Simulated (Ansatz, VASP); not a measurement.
# Two plane-wave programs on Sb

File POSCAR:

```
Sb
1.0
   -1.5948718800      1.5512544700      2.7276667100
    1.5472171300     -1.5649253900      2.7079107700
    1.6154168300      1.5854703400     -2.7356140700
Sb
1
Direct
    0.0000000000      0.0000000000      0.0000000000
```

The input INCAR.step1:

```
PREC = Accurate ; ENCUT = 520
EDIFF = 1E-5 ; ISMEAR = -1
SIGMA = 0.05 ; LREAL = F
LASPH = T ; NELM = 80
ALGO = Normal ; ISIF = 2
LWAVE = T ; LCHARG = F
GGA = PE ; NBANDS = 8
```

File INCAR.step2:

```
PREC = Accurate ; ENCUT = 520
EDIFF = 1E-6 ; ISMEAR = -1
SIGMA = 0.05 ; LREAL = F
LASPH = T ; NELM = 80
ALGO = Normal ; ISIF = 2
LWAVE = F ; LCHARG = F
METAGGA = R2SCAN ; LHFCALC = T
AEXX = 0.25 ; LMIXTAU = T
PRECFOCK = Normal ; ISTART = 1
NBANDS = 8
```

File KPOINTS:

```
regular mesh
0
Gamma
  5 5 6
```

The input input.yaml:

```yaml
crystal:
  lattice:
    - [-1.59487188, 1.55125447, 2.72766671]
    - [1.54721713, -1.56492539, 2.70791077]
    - [1.61541683, 1.58547034, -2.73561407]
  atoms:
    - { symbol: Sb, position: [0.0, 0.0, 0.0] }
hamiltonian:
  xc: r2scan0
  pseudopotentials: { kind: paw }
kpoints:
  mp_grid: { grid: [5, 5, 6] }
scf:
  occupations: { method: fermi_dirac, width: 0.05 }
output:
  forces: true
  stress: true
  eigenvalues: true
  write_density: true
  write_potential: true
  elf: true
  volumetric_format: npy
```

Change from the starting cell: cell sheared at random, sigma 0.01, atoms nudged by 0.01 Å.

Alike in both runs: task single point; functional r2SCAN0; k mesh 5 × 5 × 6; occupations fermi-dirac, width 0.05 eV; no spin polarisation.

|  | VASP | Ansatz |
| --- | --- | --- |
| version | VASP 6.6.1 | Ansatz 0.2.0 |
| potentials or method | VASP PAW PBE potentials, release 64 (Sb) | Ansatz PAW |
| plane-wave cutoff (eV) | 520 | 500 |
| valence electrons in the cell | 5 | 15 |

```tsv
	VASP	Ansatz	Ansatz less VASP
gap on the k mesh at the Fermi level (eV)	none	none	-
pressure (GPa)	-1.4	-0.4	+1.05
traceless stress, the component that is largest in VASP (GPa)	4.39	3.47	-0.927
```

VASP's potentials were made for PBE, not for r2SCAN0. A gap of «none» marks a metal or a gap that the smearing closes. With one functional, cell and mesh, what is left measures potentials, basis and numerics. VASP's potentials hold 5 valence electrons a cell and Ansatz's 15, so a difference there can come from the potentials and not from the codes.

The k mesh is coarse, so the values compare programs but aren't converged. Spin-orbit coupling is off throughout.
